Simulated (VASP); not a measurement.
# SiC (P6_3mc) in VASP: notebook

Runs on SiC. Level: PBE. Tasks: single point.

Everything below comes from runs of VASP 6.6.1. Logs are shortened: lines on timing, memory, paths and dates and some standing lists are left out, and cuts for length are marked.

## Step 1: The cell of the first run

The structure is hexagonal, space group P6_3mc (No. 186). Conventional cell: a = 3.092 Å, b = 3.092 Å, c = 4.871 Å, α = 90.00°, β = 90.00°, γ = 120.00°. Within 2.4 Å of Si (site symmetry 3m) lie 4 C at 1.83 to 1.88 Å. Within 2.4 Å of C (site symmetry 3m) lie 4 Si at 1.83 to 1.88 Å.

## Step 2: Single point, PBE (strain +0.000 along x and y, -0.040 along z)

Input file INCAR:

```
PREC = Accurate ; ENCUT = 520
EDIFF = 1E-7 ; ISMEAR = 0
SIGMA = 0.05 ; LREAL = False
LASPH = True ; NELM = 80
ALGO = Normal ; ISIF = 2
LWAVE = False ; LCHARG = False
GGA = PE ; NBANDS = 16
```

Input file KPOINTS:

```
regular mesh
0
Gamma
  12 12 6
```

Input file POSCAR:

```
SiC
1.0
    3.0917664073      0.0000000000      0.0000000000
   -1.5458832036      2.6775482513      0.0000000000
    0.0000000000      0.0000000000      4.8710603303
Si C
2 2
Direct
    0.3333333333      0.6666666667      0.0045635313
    0.6666666667      0.3333333333      0.5045635313
    0.3333333333      0.6666666667      0.3804364687
    0.6666666667      0.3333333333      0.8804364687
```

Potentials or basis: VASP PAW PBE potentials, release 64 (Si, C).

Started as:

```sh
cat potpaw_PBE.64/Si/POTCAR potpaw_PBE.64/C/POTCAR > POTCAR
mpirun -np 1 vasp_std > vasp.out
```

OUTCAR:

```text
PREC = Accurate
   ENCUT = 520
   EDIFF = 1E-7
   ISMEAR = 0
   LREAL = False
   LASPH = True
   NELM = 80
   ISIF = 2
   GGA = PE

 ion  position               nearest neighbor table
   1  0.333  0.667  0.005-   3 1.83   4 1.88   4 1.88   4 1.88   2 3.02   2 3.02   2 3.02   2 3.02
                             2 3.02   2 3.02
   2  0.667  0.333  0.505-   4 1.83   3 1.88   3 1.88   3 1.88   1 3.02   1 3.02   1 3.02   1 3.02
                             1 3.02   1 3.02
   3  0.333  0.667  0.380-   1 1.83   2 1.88   2 1.88   2 1.88
   4  0.667  0.333  0.880-   2 1.83   1 1.88   1 1.88   1 1.88

  LATTYP: Found a hexagonal cell.
 ALAT       =     3.0917664073
 C/A-ratio  =     1.5754942931

  Lattice vectors:

 A1 = (   3.0917664073,   0.0000000000,   0.0000000000)
 A2 = (  -1.5458832036,   2.6775482513,   0.0000000000)
 A3 = (   0.0000000000,   0.0000000000,   4.8710603303)

Analysis of symmetry for initial positions (statically):
=====================================================================
 Subroutine PRICEL returns:
 Original cell was already a primitive cell.

 Routine SETGRP: Setting up the symmetry group for a
 hexagonal supercell.

 Subroutine GETGRP returns: Found 12 space group operations
 (whereof  6 operations were pure point group operations)
 out of a pool of 24 trial point group operations.

The static configuration has the point symmetry C_3v.
 The point group associated with its full space group is C_6v.

Analysis of symmetry for dynamics (positions and initial velocities):
=====================================================================
 Subroutine PRICEL returns:
 Original cell was already a primitive cell.

 Routine SETGRP: Setting up the symmetry group for a
 hexagonal supercell.

 Subroutine GETGRP returns: Found 12 space group operations
 (whereof  6 operations were pure point group operations)
 out of a pool of 24 trial point group operations.

The dynamic configuration has the point symmetry C_3v.
 The point group associated with its full space group is C_6v.

 Subroutine INISYM returns: Found 12 space group operations
 (whereof  6 operations are pure point group operations),
 and found     1 'primitive' translations

----------------------------------------------------------------------------------------

                                     Primitive cell

  volume of cell :      40.3244

  direct lattice vectors                    reciprocal lattice vectors
     3.091766407  0.000000000  0.000000000     0.323439700  0.186737998  0.000000000
    -1.545883204  2.677548251  0.000000000     0.000000000  0.373475996  0.000000000
     0.000000000  0.000000000  4.871060330     0.000000000  0.000000000  0.205294111

  length of vectors
     3.091766407  3.091766407  4.871060330     0.373475996  0.373475996  0.205294111

  position of ions in fractional coordinates (direct lattice)
     0.333333333  0.666666667  0.004563531
     0.666666667  0.333333333  0.504563531
     0.333333333  0.666666667  0.380436469
     0.666666667  0.333333333  0.880436469

  ion indices of the primitive-cell ions
   primitive index   ion index
                 1           1
                 2           2
                 3           3
                 4           4

----------------------------------------------------------------------------------------

 KPOINTS: regular mesh

Automatic generation of k-mesh.
 Grid dimensions read from file:
 generate k-points for:   12   12    6

 Generating k-lattice:

  Cartesian coordinates                     Fractional coordinates (reciprocal lattice)
     0.026953308  0.015561500  0.000000000     0.083333333  0.000000000  0.000000000
     0.000000000  0.031123000  0.000000000     0.000000000  0.083333333  0.000000000
     0.000000000  0.000000000  0.034215685     0.000000000  0.000000000  0.166666667

  Length of vectors
     0.031123000  0.031123000  0.034215685

  Shift w.r.t. Gamma in fractional coordinates (k-lattice)
     0.000000000  0.000000000  0.000000000

 Subroutine IBZKPT returns following result:
 ===========================================

 Found     76 irreducible k-points:

 Following reciprocal coordinates:
            Coordinates               Weight
  0.000000  0.000000  0.000000      1.000000
  0.083333 -0.000000  0.000000      6.000000
  0.166667 -0.000000  0.000000      6.000000
  0.250000 -0.000000  0.000000      6.000000
  0.333333 -0.000000  0.000000      6.000000
  0.416667 -0.000000  0.000000      6.000000
[... 16 lines left out ...]
  0.250000 -0.000000  0.166667     12.000000
  0.333333 -0.000000  0.166667     12.000000
 [... further k-points ...]
   k-points           NKPTS =     76   k-points in BZ     NKDIM =     76   number of bands    NBANDS=     16
   number of dos      NEDOS =    301   number of ions     NIONS =      4
   total plane-waves  NPLWV =  20736
   dimension x,y,z NGX =    24 NGY =   24 NGZ =   36
   dimension x,y,z NGXF=    48 NGYF=   48 NGZF=   72
   ions per type =               2   2
   NGX,Y,Z   is equivalent  to a cutoff of  12.90, 12.90, 12.29 a.u.
   NGXF,Y,Z  is equivalent  to a cutoff of  25.81, 25.81, 24.57 a.u.
 SYSTEM =  unknown system
   PREC   = accura    normal or accurate (medium, high low for compatibility)
   ISTART =      0    job   : 0-new  1-cont  2-samecut
   ICHARG =      2    charge: 1-file 2-atom 10-const
   ISPIN  =      1    spin polarized calculation?
   LNONCOLLINEAR =      F non collinear calculations
   LSORBIT =      F    spin-orbit coupling
   LASPH  =      T    aspherical Exc in radial PAW
   ENCUT  =  520.0 eV  38.22 Ry    6.18 a.u.   5.75  5.75  9.06*2*pi/ulx,y,z
   NELM   =     80;   NELMIN=  2; NELMDL= -5     # of ELM steps
   EDIFF  = 0.1E-06   stopping-criterion for ELM
   LREAL  =      F    real-space projection
   EDIFFG = 0.1E-05   stopping-criterion for IOM
   NSW    =      0    number of steps for IOM
   IBRION =     -1    ionic relax: 0-MD 1-quasi-New 2-CG
   NFREE  =      0    steps in history (QN), initial steepest desc. (CG)
   ISIF   =      2    stress and relaxation
   ISYM   =      2    0-nonsym 1-usesym 2-fastsym
   POTIM  = 0.5000    time-step for ionic-motion
   TEBEG  =    0.0;   TEEND  =   0.0 temperature during run
   PSTRESS=    0.0 pullay stress
   NELECT =      16.0000    total number of electrons
   NUPDOWN=      -1.0000    fix difference up-down
   EMIN   =  10.00;   EMAX   =-10.00  energy-range for DOS
   EFERMI =   0.00;   METHOD = LEGACY
   ISMEAR =     0;   SIGMA  =   0.05  broadening in eV -4-tet -1-fermi 0-gaus
   EFERMI_NEDOS =   21; number of points for ismear=-14 and -15
   IALGO  =     38    algorithm
   IMIX   =      4    mixing-type and parameters
     AMIX     =   0.40;   BMIX     =  1.00
     AMIX_MAG =   1.60;   BMIX_MAG =  1.00
  volume/ion in A,a.u.               =      10.08        68.03
  Fermi-wavevector in a.u.,A,eV,Ry     =   1.202982  2.273306 19.689872  1.447165
  Thomas-Fermi vector in A             =   2.338748
   LORBIT       =      0    0 simple, 1 ext, 2 COOP (PROOUT), +10 PAW based schemes
   GGA     = PE    functional components
   LHFCALC =     F    Hartree Fock is set to
   AEXX    =    0.0000 exact exchange contribution
   IVDW    =     0    specifies the selected vdW correction
   LEPSILON=     F    determine dielectric tensor
   LRPA    =     F    only Hartree local field effects (RPA)
 non-spin polarized calculation
 Gauss-broadening in eV      SIGMA  =   0.05
  energy-cutoff  :      520.00
  volume of cell :       40.32
 maximum number of plane-waves:      1100
 NGX is ok and might be reduce to    24
   NGX = 11   NGY = 11   NGZ = 19

 number of electron      15.9999999 magnetization

 Free energy of the ion-electron system (eV)
  ---------------------------------------------------
  ext. energy  EPLUGINS =         0.00000000
  ---------------------------------------------------
  free energy    TOTEN  =       -29.97821187 eV

  energy without entropy =      -29.97821187  energy(sigma->0) =      -29.97821187

 E-fermi :   8.8517     XC(G=0): -11.4572

 val. band max:        8.5845707812   @ k =   0.0000   0.0000   0.0000
 cond. band min:      10.9006835976   @ k =   0.3333   0.3333   0.0000
 fundamental gap:      2.3161128163
 Fermi energy:         8.8516831904

 k-point     1 :       0.0000    0.0000    0.0000
  band No.  band energies     occupation
      1      -7.2283      2.00000
      2      -3.2236      2.00000
      3      -0.2166      2.00000
      4       6.9632      2.00000
      5       6.9632      2.00000
      6       8.5060      2.00000
[... 8 lines left out ...]
     15      17.6150      0.00000
     16      19.7332      0.00000

 k-point     2 :       0.0833   -0.0000    0.0000
  band No.  band energies     occupation
      1      -7.1093      2.00000
      2      -3.1261      2.00000
      3      -0.1069      2.00000
      4       6.2773      2.00000
      5       6.7515      2.00000
      6       8.0472      2.00000
[... 8 lines left out ...]
     15      17.9085      0.00000
     16      18.9438      0.00000

 k-point     3 :       0.1667   -0.0000    0.0000
  band No.  band energies     occupation
      1      -6.7554      2.00000
      2      -2.8443      2.00000
      3       0.2136      2.00000
      4       4.7991      2.00000
      5       6.2738      2.00000
      6       6.9820      2.00000
[... 8 lines left out ...]
     15      18.2531      0.00000
     16      18.4537      0.00000

 k-point     4 :       0.2500   -0.0000    0.0000
  band No.  band energies     occupation
      1      -6.1778      2.00000
      2      -2.4241      2.00000
      3       0.7001      2.00000
      4       3.2078      2.00000
      5       5.6553      2.00000
      6       5.7569      2.00000
[... 8 lines left out ...]
     15      18.7934      0.00000
     16      19.2108      0.00000
[... 324 lines left out ...]
 k-point    22 :       0.1667   -0.0000    0.1667
  band No.  band energies     occupation
      1      -6.6094      2.00000
      2      -3.4686      2.00000
      3       1.0293      2.00000
      4       4.9434      2.00000
      5       6.3767      2.00000
      6       6.5579      2.00000
[... 8 lines left out ...]
     15      18.3275      0.00000
     16      19.1379      0.00000

 k-point    23 :       0.2500   -0.0000    0.1667
  band No.  band energies     occupation
      1      -6.0341      2.00000
      2      -2.9941      2.00000
      3       1.3457      2.00000
      4       3.4680      2.00000
      5       5.1949      2.00000
      6       5.8671      2.00000
[... 8 lines left out ...]
     15      19.2629      0.00000
     16      19.7229      0.00000

 k-point    24 :       0.3333   -0.0000    0.1667
  band No.  band energies     occupation
      1      -5.2648      2.00000
      2      -2.4569      2.00000
      3       1.0680      2.00000
      4       2.8873      2.00000
      5       3.8044      2.00000
      6       5.4450      2.00000
[... 8 lines left out ...]
     15      20.4348      0.00000
     16      20.6080      0.00000

 [... further k-points ...]

------------------------ aborting loop because EDIFF is reached ----------------------------------------

  FORCE on cell =-STRESS in cart. coord.  units (eV):
  Direction    XX          YY          ZZ          XY          YZ          ZX
  --------------------------------------------------------------------------------------
  -------------------------------------------------------------------------------------
  Total        0.3622748      0.3622748      6.6509693      0.0000000      0.0000000      0.0000000
  in kB       14.3939900     14.3939900    264.2579350      0.0000000      0.0000000      0.0000000
  external PRESSURE =      97.6819716 kB  Pullay stress =       0.0000000 kB

 VOLUME and BASIS-vectors are now :
 -----------------------------------------------------------------------------
  energy-cutoff  :      520.00
  volume of cell :       40.32
      direct lattice vectors                 reciprocal lattice vectors
     3.091766407  0.000000000  0.000000000     0.323439700  0.186737998  0.000000000
    -1.545883204  2.677548251  0.000000000     0.000000000  0.373475996  0.000000000
     0.000000000  0.000000000  4.871060330     0.000000000  0.000000000  0.205294111

 POSITION                                       TOTAL-FORCE (eV/Angst)
 -----------------------------------------------------------------------------------
     -0.00000      1.78503      0.02223         0.000000     -0.000000     -0.551132
      1.54588      0.89252      2.45776        -0.000000      0.000000     -0.551132
     -0.00000      1.78503      1.85313        -0.000000      0.000000      0.551132
      1.54588      0.89252      4.28866        -0.000000     -0.000000      0.551132
 -----------------------------------------------------------------------------------
    total drift:                               -0.000000      0.000000     -0.000034

  FREE ENERGIE OF THE ION-ELECTRON SYSTEM (eV)
  ---------------------------------------------------
  free  energy   TOTEN  =       -29.9782118678 eV

  energy  without entropy=      -29.9782118678  energy(sigma->0) =      -29.97821187
```

It took 30 s on 1 thread of Intel Xeon 6975P-C, shared host; peak memory 0.17 GiB.

What came out:

```yaml
Free_energy: -29.9782 eV
Pressure: 9.8 GPa
Largest_force: 0.551 eV/Å
Band_gap_on_the_k_mesh: 2.32 eV, indirect (least direct gap 3.63 eV)
```

Forces on the atoms (eV/Å):
```
Si   0.000  0.000 -0.551
Si   0.000  0.000 -0.551
C    0.000  0.000  0.551
C    0.000  0.000  0.551
```

Levels at points of the mesh, in eV from the valence-band top:
| k point | band 6 | band 7 | band 8 | band 9 | band 10 | band 11 |
| --- | --- | --- | --- | --- | --- | --- |
| (0.00, 0.00, 0.00) | -0.08 | -0.08 | 0.00 | 4.33 | 6.45 | 6.45 |
| (0.50, 0.00, 0.00) | -3.62 | -3.43 | -1.16 | 2.47 | 4.47 | 6.97 |
| (0.00, 0.00, 0.50) | -0.92 | -0.92 | -0.92 | 5.61 | 5.61 | 7.15 |
| (0.50, 0.00, 0.50) | -2.63 | -2.21 | -2.21 | 3.38 | 3.38 | 5.56 |

Caveat: the cell differs from its parent crystal (strain +0.000 along x and y, -0.040 along z).

## Step 3: Single point, PBE (strain -0.040 along x and y, +0.040 along z)

Input file INCAR:

```
SYSTEM = SiC
PREC = Accurate
ENCUT = 520
EDIFF = 1E-6
ISMEAR = 0
SIGMA = 0.05
LREAL = .FALSE.
LASPH = .TRUE.
NELM = 100
ALGO = Normal
ISIF = 2
LWAVE = .FALSE.
LCHARG = .FALSE.
GGA = PE
NBANDS = 16
```

Input file KPOINTS:

```
regular mesh
0
G
  12 12 6
  0 0 0
```

Input file POSCAR:

```
SiC
1.0
    2.9680957510      0.0000000000      0.0000000000
   -1.4840478755      2.5704463213      0.0000000000
    0.0000000000      0.0000000000      5.2769820245
Si C
2 2
Direct
    0.3333333333      0.6666666667      0.0045635313
    0.6666666667      0.3333333333      0.5045635313
    0.3333333333      0.6666666667      0.3804364687
    0.6666666667      0.3333333333      0.8804364687
```

Potentials or basis: VASP PAW PBE potentials, release 64 (Si, C).

Started as:

```sh
cat potpaw_PBE.64/Si/POTCAR potpaw_PBE.64/C/POTCAR > POTCAR
mpirun -np 1 vasp_std > vasp.out
```

Wall time 37 s (1 thread of Intel Xeon 6975P-C, shared host); peak memory 0.18 GiB.

It converged, with:

```yaml
Free_energy: -29.7440 eV
Pressure: 12.1 GPa
Largest_force: 0.636 eV/Å
Band_gap_on_the_k_mesh: 1.90 eV, indirect (least direct gap 4.41 eV)
```

Forces in eV/Å, atoms in the order of the input:
```
Si   0.000  0.000  0.636
Si   0.000  0.000  0.636
C    0.000  0.000 -0.636
C    0.000  0.000 -0.636
```

Stress tensor (GPa, compression positive):
```
 27.30   0.00   0.00
  0.00  27.30   0.00
  0.00   0.00 -18.37
```

Levels at points of the mesh, in eV from the valence-band top:
| k point | band 5 | band 6 | band 7 | band 8 | band 9 | band 10 | band 11 | band 12 |
| --- | --- | --- | --- | --- | --- | --- | --- | --- |
| (0.00, 0.00, 0.00) | -0.96 | -0.66 | 0.00 | 0.00 | 4.49 | 6.20 | 7.41 | 7.41 |
| (0.50, 0.00, 0.00) | -5.49 | -3.40 | -3.08 | -1.42 | 3.29 | 3.65 | 6.93 | 7.51 |
| (0.00, 0.00, 0.50) | -0.51 | -0.51 | -0.51 | -0.51 | 6.87 | 6.87 | 7.99 | 7.99 |
| (0.50, 0.00, 0.50) | -2.78 | -2.78 | -2.37 | -2.37 | 2.84 | 2.84 | 5.13 | 5.13 |

Caveat: the cell differs from its parent crystal (strain -0.040 along x and y, +0.040 along z). A k mesh can miss the band edges.

## Step 4: Single point, PBE (strain +0.040 along x and y, -0.080 along z)

Input file INCAR:

```
PREC = Accurate
ENCUT = 520
EDIFF = 1E-7
ISMEAR = 0
SIGMA = 0.05
LREAL = False
LASPH = True
NELM = 100
ALGO = Normal
ISIF = 2
LWAVE = False
LCHARG = False
GGA = PE
NBANDS = 16
```

Input file KPOINTS:

```
Automatic mesh
0
Gamma
  12 12 6
```

Input file POSCAR:

```
SiC
1.0
    3.2154370636      0.0000000000      0.0000000000
   -1.6077185318      2.7846501814      0.0000000000
    0.0000000000      0.0000000000      4.6680994832
Si C
2 2
Direct
    0.3333333333      0.6666666667      0.0045635313
    0.6666666667      0.3333333333      0.5045635313
    0.3333333333      0.6666666667      0.3804364687
    0.6666666667      0.3333333333      0.8804364687
```

Started as:

```sh
cat potpaw_PBE.64/Si/POTCAR potpaw_PBE.64/C/POTCAR > POTCAR
mpirun -np 1 vasp_std > vasp.out
```

It took 35 s on 1 thread of Intel Xeon 6975P-C, shared host; peak memory 0.17 GiB.

The run converged. Its results:

```
Free energy            : -29.3523 eV
Pressure               : 5.2 GPa
Largest force          : 2.007 eV/Å
Band gap on the k mesh : 1.73 eV, indirect (least direct gap 2.71 eV)
```

Forces in eV/Å, atoms in the order of the input:
```
Si   0.000  0.000 -2.007
Si   0.000  0.000 -2.007
C    0.000  0.000  2.007
C    0.000  0.000  2.007
```

Stress tensor (GPa, compression positive):
```
-19.12   0.00   0.00
  0.00 -19.12   0.00
  0.00   0.00  53.89
```

Levels at points of the mesh, in eV from the valence-band top:
| k point | band 6 | band 7 | band 8 | band 9 | band 10 | band 11 |
| --- | --- | --- | --- | --- | --- | --- |
| (0.00, 0.00, 0.00) | -0.21 | -0.21 | 0.00 | 2.71 | 5.58 | 5.58 |
| (0.50, 0.00, 0.00) | -4.05 | -3.47 | -1.02 | 1.73 | 4.84 | 6.48 |
| (0.00, 0.00, 0.50) | -1.31 | -1.31 | -1.31 | 4.42 | 4.42 | 6.34 |
| (0.50, 0.00, 0.50) | -2.87 | -1.89 | -1.89 | 3.20 | 3.20 | 6.04 |

Caveat: the cell differs from its parent crystal (strain +0.040 along x and y, -0.080 along z); forces of over 1 eV/Å act on the atoms, so gaps and moduli don't describe the material at rest. A k mesh can miss the band edges.

## Step 5: Summary

| cell | gap on the mesh (eV) | pressure (GPa) | largest force (eV/Å) |
| --- | --- | --- | --- |
| a = 3.092, b = 3.092, c = 4.871 Å, angles 90.0, 90.0, 120.0°, 4 atoms | 2.32 | 9.8 | 0.55 |
| a = 2.968, b = 2.968, c = 5.277 Å, angles 90.0, 90.0, 120.0°, 4 atoms | 1.90 | 12.1 | 0.64 |
| a = 3.215, b = 3.215, c = 4.668 Å, angles 90.0, 90.0, 120.0°, 4 atoms | 1.73 | 5.2 | 2.01 |

Alike in all rows: task single point; level PBE; potentials or basis VASP PAW PBE potentials, release 64 (Si, C); no spin polarisation; k mesh 12 × 12 × 6; cutoff (eV) 520; smearing gaussian 0.05 eV.

Caveats: forces of over 1 eV/Å act on the atoms, so gaps and moduli don't describe the material at rest (some runs).

Total energies depend on the potentials used, so only differences within one code and one set of settings carry meaning.
